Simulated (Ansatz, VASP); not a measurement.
Bi in VASP and in Ansatz

Contents of INCAR:

```
SYSTEM = Bi
  PREC = Accurate
  ENCUT = 600
  EDIFF = 1E-7
  ISMEAR = 0
  SIGMA = 0.1
  LREAL = .FALSE.
  LASPH = .TRUE.
  NELM = 80
  ALGO = Normal
  ISIF = 3
  LWAVE = .FALSE.
  LCHARG = .FALSE.
  GGA = PE
  IBRION = 2
  NSW = 80
  EDIFFG = -0.01
```

Contents of KPOINTS:

```
regular mesh
0
G
  14 14 14
  0 0 0
```

Contents of POSCAR:

```
Bi
1.0
   -1.9915584384      1.9915584384      1.9915584384
    1.9915584384     -1.9915584384      1.9915584384
    1.9915584384      1.9915584384     -1.9915584384
Bi
1
Direct
    0.0000000000      0.0000000000      0.0000000000
```

Input for Ansatz:

```yaml
crystal:
  lattice:
    - [-1.9915584384, 1.9915584384, 1.9915584384]
    - [1.9915584384, -1.9915584384, 1.9915584384]
    - [1.9915584384, 1.9915584384, -1.9915584384]
  atoms:
    - { symbol: Bi, position: [0.0, 0.0, 0.0] }
basis:
  ecutwfc: 420
kpoints:
  mp_grid: { grid: [14, 14, 14] }
hamiltonian:
  xc: pbe
scf:
  occupations: { method: gaussian, width: 0.1 }
output:
  forces: true
  stress: true
  eigenvalues: true
relax:
  adjacent_minimum: "off"
  f_tol: 0.01
  max_steps: 60
  cell: { stress_tol: 0.1 }
```

Alike in both runs: task relaxation of cell and atoms; functional PBE; k mesh 14 × 14 × 14; occupations gaussian, width 0.1 eV; no spin polarisation.

```csv
,VASP,Ansatz
version,VASP 6.6.1,Ansatz 0.2.0
potentials or method,"VASP PAW PBE potentials, release 64 (Bi_d), cutoff 600 eV","scalar-relativistic, plane waves, PAW"
valence electrons in the cell,15,15
```

VASP gave:

* gap on the k mesh at the Fermi level, each at its own relaxed structure (eV): none
* relaxed volume (Å³/atom): 31.53
* relaxed length of the cell vector where the two differ most in proportion (Å): 3.447

Task: What did Ansatz give for the same quantities?

Result: gap on the k mesh at the Fermi level, each at its own relaxed structure (eV): none; relaxed volume (Å³/atom): 31.52; relaxed length of the cell vector where the two differ most in proportion (Å): 3.447.

A gap of «none» marks a metal or a gap that the smearing closes.

Neither program's run includes spin-orbit coupling.
